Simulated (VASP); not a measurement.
## GaAs: single point with r2SCAN

The system is GaAs.

```
Ga As
1.0
     0.00000    2.83309    2.88975
     2.83309    0.00000    2.88975
     2.83309    2.83309    0.00000
Ga As
1 1
Cartesian
  0.0000 0.0000 0.0000
  1.4165 1.4165 1.4449
```

This cell differs from its parent crystal: uniaxial z strain +2.0%.

- Program: VASP 6.6.1
- Task: single point
- Functional: r2SCAN
- Potentials or basis: VASP PAW PBE potentials, release 64 (Ga_d, As)
- Cutoff: 520 eV
- k mesh: 8 × 8 × 8
- Occupations: gaussian, width 0.01 eV
- Spin: no spin polarisation
- Dipole correction: no
- Further INCAR settings: ALGO = Normal; EDIFF = 1e-06; NBANDS = 16

```
Pressure               : -1.3 GPa
Band gap on the k mesh : 0.74 eV, direct
```

Stress tensor (GPa, compression positive):
```
-0.82  0.00  0.00
 0.00 -0.82  0.00
 0.00  0.00 -2.15
```

Levels at points of the mesh, in eV from the valence-band top:
```tsv
k point	band 6	band 7	band 8	band 9	band 10	band 11	band 12	band 13
(0.00, 0.00, 0.00)	-13.06	-0.12	0.00	0.00	0.74	3.98	3.98	4.04
(0.50, 0.00, 0.00)	-11.29	-6.71	-1.27	-1.10	1.23	4.88	5.00	8.22
(0.50, 0.50, 0.00)	-10.60	-6.99	-2.63	-2.63	1.85	2.05	10.60	10.60
(0.50, 0.00, 0.50)	-10.52	-6.87	-2.77	-2.76	1.72	1.85	10.53	10.64
```

It took 95 s on 1 thread of Intel(R) Xeon(R) 6975P-C (Granite Rapids), on a shared host, peak memory 0.2 GiB.

Caveat: the cell differs from its parent crystal (uniaxial z strain +2.0%); the PAW data sets were made with another functional, which shifts forces and pressure a little. A k mesh can miss the band edges.
